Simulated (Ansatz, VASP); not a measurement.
**Two plane-wave programs on MoS2**

```
Mo S
1.0
     3.14935    0.00000    0.00000
    -1.57468    2.72742    0.00000
     0.00000    0.00000   12.09075
Mo S
2 4
Direct
  0.33333 0.66667 0.25000
  0.66667 0.33333 0.75000
  0.33333 0.66667 0.62049
  0.66667 0.33333 0.12049
  0.33333 0.66667 0.87951
  0.66667 0.33333 0.37951
```

Alike in both runs: task single point; functional PBE; dispersion D3(BJ); k mesh 12 × 12 × 4; occupations gaussian, width 0.05 eV; no spin polarisation.

```csv
,VASP,Ansatz
version,VASP 6.6.1,Ansatz 0.2.0
potentials or method,"VASP PAW PBE potentials, release 64 (Mo_sv, S), cutoff 520 eV","scalar-relativistic, plane waves, PAW"
valence electrons in the cell,52,52
```

|  | VASP | Ansatz | Ansatz less VASP |
| --- | --- | --- | --- |
| gap on the k mesh at the Fermi level (eV) | 0.80 | 0.78 | -0.016 |
| least direct gap on the mesh (eV) | 1.70 | 1.70 | -0.004 |
| pressure (GPa) | -0.2 | 0.0 | +0.15 |
| rms of the force components (eV/Å) | 0.007 | 0.000 | -0.0063 |

Atom by atom the forces differ by 0.006 eV/Å (rms over components).
